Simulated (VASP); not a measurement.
# Ti (I4/mmm) in VASP: a series of runs

The runs below take Ti through single point, with PBEsol.

Program: VASP 6.6.1. These are calculated values, not measurements. Logs are shortened: lines on timing, memory, paths and dates and some standing lists are left out, and cuts for length are marked.

## Step 1: The cell of the first run

Symmetry: I4/mmm, No. 139, tetragonal system. The conventional cell has a = 2.940 Å, b = 2.940 Å, c = 4.056 Å, α = 90.00°, β = 90.00°, γ = 90.00°. Within 3.8 Å of Ti (site symmetry 4/mmm) lie 12 Ti at 2.90 to 2.94 Å.

## Step 2: Single point, PBEsol (strain +0.025 along x and y, +0.000 along z)

INCAR reads:

```
PREC = Accurate ; ENCUT = 520
EDIFF = 1E-6 ; ISMEAR = 0
SIGMA = 0.15 ; LREAL = F
LASPH = T ; NELM = 60
ALGO = Fast ; ISIF = 2
LWAVE = F ; LCHARG = F
GGA = PS ; NBANDS = 12
```

KPOINTS reads:

```
Automatic mesh
0
Gamma
  26 26 26
```

POSCAR reads:

```
Ti
1.0
    0.0000000000      2.0786191803      2.0279211515
    2.0786191803      0.0000000000      2.0279211515
    2.0786191803      2.0786191803      0.0000000000
Ti
1
Direct
    0.0000000000      0.0000000000      0.0000000000
```

Potentials or basis: VASP PAW PBE potentials, release 64 (Ti_sv).

On the command line:

```bash
$ cat potpaw_PBE.64/Ti_sv/POTCAR > POTCAR
$ mpirun -np 1 vasp_std > vasp.out
```

OUTCAR:

```text
PREC = Accurate
   ENCUT = 520
   EDIFF = 1E-6
   ISMEAR = 0
   LREAL = F
   LASPH = T
   NELM = 60
   ISIF = 2
   GGA = PS

 ion  position               nearest neighbor table
   1  0.000  0.000  0.000-

  LATTYP: Found a body centered tetragonal cell.
 ALAT       =     2.9396114358
 C/A-ratio  =     1.3797205486

  Lattice vectors:

 A1 = (   0.0000000000,  -2.0786191803,  -2.0279211515)
 A2 = (   0.0000000000,   2.0786191803,  -2.0279211515)
 A3 = (   2.0786191803,   0.0000000000,   2.0279211515)

Analysis of symmetry for initial positions (statically):
=====================================================================
 Subroutine PRICEL returns:
 Original cell was already a primitive cell.

 Routine SETGRP: Setting up the symmetry group for a
 body centered tetragonal supercell.

 Subroutine GETGRP returns: Found 16 space group operations
 (whereof 16 operations were pure point group operations)
 out of a pool of 16 trial point group operations.

The static configuration has the point symmetry D_4h.

Analysis of symmetry for dynamics (positions and initial velocities):
=====================================================================
 Subroutine PRICEL returns:
 Original cell was already a primitive cell.

 Routine SETGRP: Setting up the symmetry group for a
 body centered tetragonal supercell.

 Subroutine GETGRP returns: Found 16 space group operations
 (whereof 16 operations were pure point group operations)
 out of a pool of 16 trial point group operations.

The dynamic configuration has the point symmetry D_4h.

 Subroutine INISYM returns: Found 16 space group operations
 (whereof 16 operations are pure point group operations),
 and found     1 'primitive' translations

----------------------------------------------------------------------------------------

                                     Primitive cell

  volume of cell :      17.5239

  direct lattice vectors                    reciprocal lattice vectors
     0.000000000  2.078619180  2.027921152    -0.240544302  0.240544302  0.246557910
     2.078619180  0.000000000  2.027921152     0.240544302 -0.240544302  0.246557910
     2.078619180  2.078619180  0.000000000     0.240544302  0.240544302 -0.246557910

  length of vectors
     2.903983797  2.903983797  2.939611436     0.420135603  0.420135603  0.420135603

  position of ions in fractional coordinates (direct lattice)
     0.000000000  0.000000000  0.000000000

  ion indices of the primitive-cell ions
   primitive index   ion index
                 1           1

----------------------------------------------------------------------------------------

 KPOINTS: Automatic mesh

Automatic generation of k-mesh.
 Grid dimensions read from file:
 generate k-points for:   26   26   26

 Generating k-lattice:

  Cartesian coordinates                     Fractional coordinates (reciprocal lattice)
    -0.009251704  0.009251704  0.009482997     0.038461538  0.000000000  0.000000000
     0.009251704 -0.009251704  0.009482997     0.000000000  0.038461538  0.000000000
     0.009251704  0.009251704 -0.009482997     0.000000000  0.000000000  0.038461538

  Length of vectors
     0.016159062  0.016159062  0.016159062

  Shift w.r.t. Gamma in fractional coordinates (k-lattice)
     0.000000000  0.000000000  0.000000000

 Subroutine IBZKPT returns following result:
 ===========================================

 Found   1330 irreducible k-points:

 Following reciprocal coordinates:
            Coordinates               Weight
  0.000000  0.000000  0.000000      1.000000
  0.038462  0.000000  0.000000      8.000000
  0.076923  0.000000  0.000000      8.000000
  0.115385  0.000000  0.000000      8.000000
  0.153846  0.000000  0.000000      8.000000
  0.192308  0.000000  0.000000      8.000000
[... 16 lines left out ...]
  0.346154  0.038462  0.000000      8.000000
  0.384615  0.038462  0.000000      8.000000
 [... further k-points ...]
   k-points           NKPTS =   1330   k-points in BZ     NKDIM =   1330   number of bands    NBANDS=     12
   number of dos      NEDOS =    301   number of ions     NIONS =      1
   total plane-waves  NPLWV =  13824
   dimension x,y,z NGX =    24 NGY =   24 NGZ =   24
   dimension x,y,z NGXF=    48 NGYF=   48 NGZF=   48
   ions per type =               1
   NGX,Y,Z   is equivalent  to a cutoff of  13.74, 13.74, 13.57 a.u.
   NGXF,Y,Z  is equivalent  to a cutoff of  27.48, 27.48, 27.15 a.u.
 SYSTEM =  unknown system
   PREC   = accura    normal or accurate (medium, high low for compatibility)
   ISTART =      0    job   : 0-new  1-cont  2-samecut
   ICHARG =      2    charge: 1-file 2-atom 10-const
   ISPIN  =      1    spin polarized calculation?
   LNONCOLLINEAR =      F non collinear calculations
   LSORBIT =      F    spin-orbit coupling
   LASPH  =      T    aspherical Exc in radial PAW
   ENCUT  =  520.0 eV  38.22 Ry    6.18 a.u.   5.40  5.40  5.47*2*pi/ulx,y,z
   NELM   =     60;   NELMIN=  2; NELMDL= -5     # of ELM steps
   EDIFF  = 0.1E-05   stopping-criterion for ELM
   LREAL  =      F    real-space projection
   EDIFFG = 0.1E-04   stopping-criterion for IOM
   NSW    =      0    number of steps for IOM
   IBRION =     -1    ionic relax: 0-MD 1-quasi-New 2-CG
   NFREE  =      0    steps in history (QN), initial steepest desc. (CG)
   ISIF   =      2    stress and relaxation
   ISYM   =      2    0-nonsym 1-usesym 2-fastsym
   POTIM  = 0.5000    time-step for ionic-motion
   TEBEG  =    0.0;   TEEND  =   0.0 temperature during run
   PSTRESS=    0.0 pullay stress
   NELECT =      12.0000    total number of electrons
   NUPDOWN=      -1.0000    fix difference up-down
   EMIN   =  10.00;   EMAX   =-10.00  energy-range for DOS
   EFERMI =   0.00;   METHOD = LEGACY
   ISMEAR =     0;   SIGMA  =   0.15  broadening in eV -4-tet -1-fermi 0-gaus
   EFERMI_NEDOS =   21; number of points for ismear=-14 and -15
   IALGO  =     68    algorithm
   IMIX   =      4    mixing-type and parameters
     AMIX     =   0.40;   BMIX     =  1.00
     AMIX_MAG =   1.60;   BMIX_MAG =  1.00
  volume/ion in A,a.u.               =      17.52       118.26
  Fermi-wavevector in a.u.,A,eV,Ry     =   1.442973  2.726824 28.329666  2.082172
  Thomas-Fermi vector in A             =   2.561433
   LORBIT       =      0    0 simple, 1 ext, 2 COOP (PROOUT), +10 PAW based schemes
   GGA     = PS    functional components
   LHFCALC =     F    Hartree Fock is set to
   AEXX    =    0.0000 exact exchange contribution
   IVDW    =     0    specifies the selected vdW correction
   LEPSILON=     F    determine dielectric tensor
   LRPA    =     F    only Hartree local field effects (RPA)
 non-spin polarized calculation
 RMM-DIIS sequential band-by-band and
 Gauss-broadening in eV      SIGMA  =   0.15
  energy-cutoff  :      520.00
  volume of cell :       17.52
 maximum number of plane-waves:       500
 NGX is ok and might be reduce to    24
   NGX = 11   NGY = 11   NGZ = 11

 number of electron      11.9999999 magnetization

 Free energy of the ion-electron system (eV)
  ---------------------------------------------------
  ext. energy  EPLUGINS =         0.00000000
  ---------------------------------------------------
  free energy    TOTEN  =        -8.27719233 eV

  energy without entropy =       -8.25715203  energy(sigma->0) =       -8.26717218

 E-fermi :   7.9987     XC(G=0): -11.5937

 val. band max:        7.9976968139   @ k =   0.5000   0.2692   0.1923
 cond. band min:       7.9989110721   @ k =  -0.3077   0.0385   0.2308
 fundamental gap:      0.0012142582
 Fermi energy:         7.9986566527

 k-point     1 :       0.0000    0.0000    0.0000
  band No.  band energies     occupation
      1     -48.4952      2.00000
      2     -24.4603      2.00000
      3     -24.4603      2.00000
      4     -24.4561      2.00000
      5       1.9243      2.00000
      6       8.8098      0.00000
      7       8.8098      0.00000
      8       8.9988      0.00000
      9      10.3604      0.00000
     10      10.5781      0.00000
     11      23.2292      0.00000
     12      27.4185      0.00000

 k-point     2 :       0.0385    0.0000    0.0000
  band No.  band energies     occupation
      1     -48.4935      2.00000
      2     -24.4691      2.00000
      3     -24.4617      2.00000
      4     -24.4582      2.00000
      5       1.9721      2.00000
      6       8.7950      0.00000
      7       8.8273      0.00000
      8       9.0014      0.00000
      9      10.3501      0.00000
     10      10.5652      0.00000
     11      23.2694      0.00000
     12      27.0945      0.00000

 k-point     3 :       0.0769    0.0000    0.0000
  band No.  band energies     occupation
      1     -48.4884      2.00000
      2     -24.4979      2.00000
      3     -24.4658      2.00000
      4     -24.4617      2.00000
      5       2.1140      2.00000
      6       8.7328      0.00000
      7       8.8764      0.00000
      8       9.0279      0.00000
      9      10.3235      0.00000
     10      10.5305      0.00000
     11      23.3686      0.00000
     12      26.2177      0.00000
[... 286 lines left out ...]
 k-point    23 :       0.3462    0.0385    0.0000
  band No.  band energies     occupation
      1     -48.4040      2.00000
      2     -24.9580      2.00000
      3     -24.5403      2.00000
      4     -24.5128      2.00000
      5       4.7024      2.00000
      6       7.9640      1.25631
      7       8.8953      0.00000
      8       9.0410      0.00000
      9      10.8820      0.00000
     10      11.1084      0.00000
     11      18.6181      0.00000
     12      23.2737      0.00000

 k-point    24 :       0.3846    0.0385    0.0000
  band No.  band energies     occupation
      1     -48.3924      2.00000
      2     -25.0190      2.00000
      3     -24.5484      2.00000
      4     -24.5211      2.00000
      5       5.0413      2.00000
      6       8.0635      0.54077
      7       8.8158      0.00000
      8       8.9599      0.00000
      9      11.1083      0.00000
     10      11.3065      0.00000
     11      17.7066      0.00000
     12      22.9770      0.00000

 [... further k-points ...]

------------------------ aborting loop because EDIFF is reached ----------------------------------------

  FORCE on cell =-STRESS in cart. coord.  units (eV):
  Direction    XX          YY          ZZ          XY          YZ          ZX
  --------------------------------------------------------------------------------------
  -------------------------------------------------------------------------------------
  Total       -0.6177423     -0.6177423     -0.5249502      0.0000000     -0.0000000      0.0000000
  in kB      -56.4789993    -56.4789993    -47.9951943      0.0000000     -0.0000000      0.0000000
  external PRESSURE =     -53.6510643 kB  Pullay stress =       0.0000000 kB

 VOLUME and BASIS-vectors are now :
 -----------------------------------------------------------------------------
  energy-cutoff  :      520.00
  volume of cell :       17.52
      direct lattice vectors                 reciprocal lattice vectors
     0.000000000  2.078619180  2.027921152    -0.240544302  0.240544302  0.246557910
     2.078619180  0.000000000  2.027921152     0.240544302 -0.240544302  0.246557910
     2.078619180  2.078619180  0.000000000     0.240544302  0.240544302 -0.246557910

 POSITION                                       TOTAL-FORCE (eV/Angst)
 -----------------------------------------------------------------------------------
      0.00000      0.00000      0.00000         0.000000      0.000000      0.000000
 -----------------------------------------------------------------------------------
    total drift:                               -0.000000      0.000000     -0.000000

  FREE ENERGIE OF THE ION-ELECTRON SYSTEM (eV)
  ---------------------------------------------------
  free  energy   TOTEN  =        -8.2771923327 eV

  energy  without entropy=       -8.2571520260  energy(sigma->0) =       -8.26717218
```

Wall time 2.3 min (1 thread of Intel Xeon 6975P-C (Granite Rapids), shared host); peak memory 0.37 GiB.

Results:

```yaml
Free_energy: -8.2772 eV
Pressure: -5.4 GPa
Band_gap_on_the_k_mesh: zero (band 6 reaches 8.84 eV, above the bottom of band 7 at 7.48 eV)
```

Stress tensor (GPa, compression positive):
```
-5.65  0.00  0.00
 0.00 -5.65  0.00
 0.00  0.00 -4.80
```

Caveat: the cell differs from its parent crystal (strain +0.025 along x and y, +0.000 along z); the PAW data sets were made with another functional, which shifts forces and pressure a little.

## Step 3: Single point, PBEsol (strain +0.025 along x and y, +0.050 along z)

INCAR reads:

```
PREC     = Accurate       # precision mode
ENCUT    = 520            # plane-wave cutoff, eV
EDIFF    = 1E-6           # SCF threshold, eV
ISMEAR   = 0              # smearing method
SIGMA    = 0.15           # smearing width, eV
LREAL    = False          # projectors in reciprocal space
LASPH    = True           # aspherical terms in the spheres
NELM     = 100            # most SCF steps
ALGO     = Fast           # electronic algorithm
ISIF     = 2              # what is computed and relaxed
LWAVE    = False          # write WAVECAR
LCHARG   = True           # write CHGCAR
GGA      = PS             # functional
LELF     = True           # ELF
LVHAR    = True         
NBANDS   = 12             # bands
```

KPOINTS reads:

```
regular mesh
0
Gamma
  26 26 26
```

POSCAR reads:

```
Ti
1.0
    0.0000000000      2.0786191803      2.1293172091
    2.0786191803      0.0000000000      2.1293172091
    2.0786191803      2.0786191803      0.0000000000
Ti
1
Direct
    0.0000000000      0.0000000000      0.0000000000
```

Potentials or basis: VASP PAW PBE potentials, release 64 (Ti_sv).

On the command line:

```bash
$ cat potpaw_PBE.64/Ti_sv/POTCAR > POTCAR
$ mpirun -np 1 vasp_std > vasp.out
```

Run time: 2.2 min. Hardware: 1 thread of Intel Xeon 6975P-C (Granite Rapids), shared host; peak memory 0.39 GiB.

It converged, with:

| Quantity | Value |
| --- | --- |
| Free energy | -8.2363 eV |
| Pressure | -9.5 GPa |
| Band gap on the k mesh | zero (band 6 reaches 8.27 eV, above the bottom of band 7 at 7.03 eV) |

Stress tensor (GPa, compression positive):
```
 -9.24   0.00   0.00
  0.00  -9.24   0.00
  0.00   0.00 -10.05
```

Levels at points of the mesh, in eV from the Fermi level:
```csv
k point,band 2,band 3,band 4,band 5,band 6,band 7,band 8,band 9,band 10,band 11
"(0.00, 0.00, 0.00)",-32.60,-32.59,-32.59,-5.95,0.72,0.90,0.90,2.23,2.44,14.96
"(0.50, 0.00, 0.00)",-33.16,-32.68,-32.66,-2.46,0.52,0.63,0.83,3.30,3.37,7.59
"(0.50, 0.50, 0.00)",-33.12,-32.78,-32.78,-2.40,-1.53,2.32,3.33,3.59,3.59,9.61
"(0.50, 0.00, 0.50)",-33.12,-32.81,-32.79,-2.38,-1.57,2.74,3.31,3.53,3.67,11.03
```

Caveat: the cell differs from its parent crystal (strain +0.025 along x and y, +0.050 along z); the PAW data sets were made with another functional, which shifts forces and pressure a little.

## Step 4: Single point, PBEsol (strain +0.050 along x and y, +0.025 along z)

INCAR reads:

```
  ALGO = Fast
  EDIFF = 1E-7
  ENCUT = 520
  GGA = PS
  ISIF = 2
  ISMEAR = 0
  LASPH = True
  LCHARG = True
  LELF = True
  LREAL = False
  LVHAR = True
  LWAVE = False
  NBANDS = 12
  NELM = 60
  PREC = Accurate
  SIGMA = 0.15
```

KPOINTS reads:

```
k-points
0
Gamma
  26 26 26
```

POSCAR reads:

```
Ti
1.0
    0.0000000000      2.1293172091      2.0786191803
    2.1293172091      0.0000000000      2.0786191803
    2.1293172091      2.1293172091      0.0000000000
Ti
1
Direct
    0.0000000000      0.0000000000      0.0000000000
```

On the command line:

```bash
$ cat potpaw_PBE.64/Ti_sv/POTCAR > POTCAR
$ mpirun -np 1 vasp_std > vasp.out
```

It took 3 min on 1 thread of Intel Xeon 6975P-C (Granite Rapids), shared host; peak memory 0.4 GiB.

The run converged. Its results:

| Property | Result |
| --- | --- |
| Free energy | -8.2070 eV |
| Pressure | -11.4 GPa |
| Band gap on the k mesh | zero (band 6 reaches 8.05 eV, above the bottom of band 7 at 6.78 eV) |

Stress tensor (GPa, compression positive):
```
-11.65   0.00   0.00
  0.00 -11.65   0.00
  0.00   0.00 -10.86
```

Levels at points of the mesh, in eV from the Fermi level:
```csv
k point,band 4,band 5,band 6,band 7,band 8,band 9
"(0.00, 0.00, 0.00)",-32.66,-5.89,0.77,0.77,0.94,2.17
"(0.50, 0.00, 0.00)",-32.72,-2.41,0.48,0.62,0.82,3.19
"(0.50, 0.50, 0.00)",-32.86,-2.30,-1.53,2.79,3.21,3.49
"(0.50, 0.00, 0.50)",-32.83,-2.32,-1.48,2.37,3.22,3.42
```

Caveat: the cell differs from its parent crystal (strain +0.050 along x and y, +0.025 along z); the PAW data sets were made with another functional, which shifts forces and pressure a little.

## Step 5: The runs side by side

| cell | further INCAR settings | gap on the mesh (eV) | pressure (GPa) |
| --- | --- | --- | --- |
| a = 2.904, b = 2.904, c = 2.940 Å, angles 59.6, 59.6, 60.8°, 1 atom | ALGO = Fast; EDIFF = 1e-06; NBANDS = 12 | none | -5.4 |
| a = 2.976, b = 2.976, c = 2.940 Å, angles 60.4, 60.4, 59.2°, 1 atom | ALGO = Fast; EDIFF = 1e-06; NBANDS = 12 | none | -9.5 |
| a = 2.976, b = 2.976, c = 3.011 Å, angles 59.6, 59.6, 60.8°, 1 atom | ALGO = Fast; EDIFF = 1e-07; NBANDS = 12 | none | -11.4 |

Alike in all rows: task single point; level PBEsol; potentials or basis VASP PAW PBE potentials, release 64 (Ti_sv); no spin polarisation; k mesh 26 × 26 × 26; cutoff (eV) 520; smearing gaussian 0.15 eV.

Caveats: the PAW data sets were made with another functional, which shifts forces and pressure a little.

Absolute energies hang on the potentials; compare differences alone.
